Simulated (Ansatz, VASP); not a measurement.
## Sc in VASP and in Ansatz

```
Sc
1.0
     0.00000    2.90555    2.90555
     2.90555    0.00000    2.90555
     2.90555    2.90555    0.00000
Sc
2
Direct
  0.87500 0.87500 0.87500
  0.12500 0.12500 0.12500
```

Change from the starting cell: volume scaled by 0.8, LAPW.

Alike in both runs: task single point; functional PBEsol; k mesh 11 × 11 × 11; occupations fermi-dirac, width 0.05 eV; no spin polarisation.

```csv
,VASP,Ansatz
version,VASP 6.6.1,Ansatz 0.2.0
potentials or method,"VASP PAW PBE potentials, release 64 (Sc_sv), cutoff 520 eV","all-electron LAPW, scalar-relativistic"
```

|  | VASP | Ansatz | Ansatz less VASP |
| --- | --- | --- | --- |
| pressure (GPa) | 2.8 | 2.6 | -0.19 |

VASP's potentials were made for PBE, not for PBEsol. Ansatz ran all-electron here, and VASP with PAW potentials.
